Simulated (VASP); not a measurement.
**BAs: vibrations by perturbation theory with LDA**

Crystal: BAs.

```
B As
1.0
     0.00000    2.19912    2.19912
     2.19912    0.00000    2.19912
     2.19912    2.19912    0.00000
B As
1 1
Cartesian
  0.0000 0.0000 0.0000
  3.2987 3.2987 3.2987
```

```
Program                : VASP 6.6.1
Task                   : vibrations by perturbation theory
Functional             : LDA
Potentials or basis    : VASP PAW LDA potentials, release 64 (B, As)
Cutoff                 : 520 eV
k mesh                 : 10 × 10 × 10
Occupations            : gaussian, width 0.01 eV
Spin                   : no spin polarisation
Dipole correction      : no
Further INCAR settings : ALGO = Normal; EDIFF = 1e-08; IBRION = 8; NSW = 1
```

```
Electronic dielectric tensor (diagonal)                 : 9.18
Born charges (mean of the diagonal)                     : B -1.22; As +1.22 e
Highest phonon frequency at Γ, LO-TO splitting left out : 878 cm⁻¹
```

Phonon frequencies in cm⁻¹ (negative: imaginary):
```tsv
q point	frequencies
(0.000, 0.000, 0.000)	0 0 0 878 878 878
```

Electronic dielectric tensor:
```
9.18 0.00 0.00
0.00 9.18 0.00
0.00 0.00 9.18
```

Born effective charge tensors (e):
atom 1, B
```
-1.22  0.00  0.00
 0.00 -1.22  0.00
 0.00  0.00 -1.22
```
atom 2, As
```
1.22 0.00 0.00
0.00 1.22 0.00
0.00 0.00 1.22
```

Wall time 120 s on 1 thread of AMD EPYC 9R45 96-Core Processor (Zen 5), on a shared host, peak memory 0.17 GiB.

Caveat: the cell wasn't relaxed at this level first, which shifts response properties.
